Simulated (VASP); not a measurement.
A run of VASP 6.6.1:

Contents of INCAR:

```
SYSTEM = Co
PREC = Accurate
ENCUT = 520
EDIFF = 1E-6
ISMEAR = -1
SIGMA = 0.1
LREAL = .False.
LASPH = .True.
NELM = 80
ALGO = Normal
ISIF = 2
LWAVE = .False.
LCHARG = .False.
GGA = PS
NBANDS = 10
```

Contents of KPOINTS:

```
regular mesh
0
Gamma
  18 18 18
  0 0 0
```

Contents of POSCAR:

```
Co
1.0
    0.0000000000      1.7702548708      1.7702548708
    1.7702548708      0.0000000000      1.7702548708
    1.7702548708      1.7702548708      0.0000000000
Co
1
Direct
    0.0000000000      0.0000000000      0.0000000000
```

Potentials or basis: VASP PAW PBE potentials, release 64 (Co).

Run with:

```sh
$ cat potpaw_PBE.64/Co/POTCAR > POTCAR
$ mpirun -np 1 vasp_std > vasp.out
```

Hardware: 1 thread of Intel(R) Xeon(R) Platinum 8259CL CPU @ 2.50GHz (Skylake/Cascade Lake), on a shared host.

Q: Estimate the wall time of this run.

A: Run time: 22 s on 1 thread of Intel(R) Xeon(R) Platinum 8259CL CPU @ 2.50GHz (Skylake/Cascade Lake), with other jobs on the host, peak memory 0.14 GiB. Counts: scf iterations 12, k points 195.
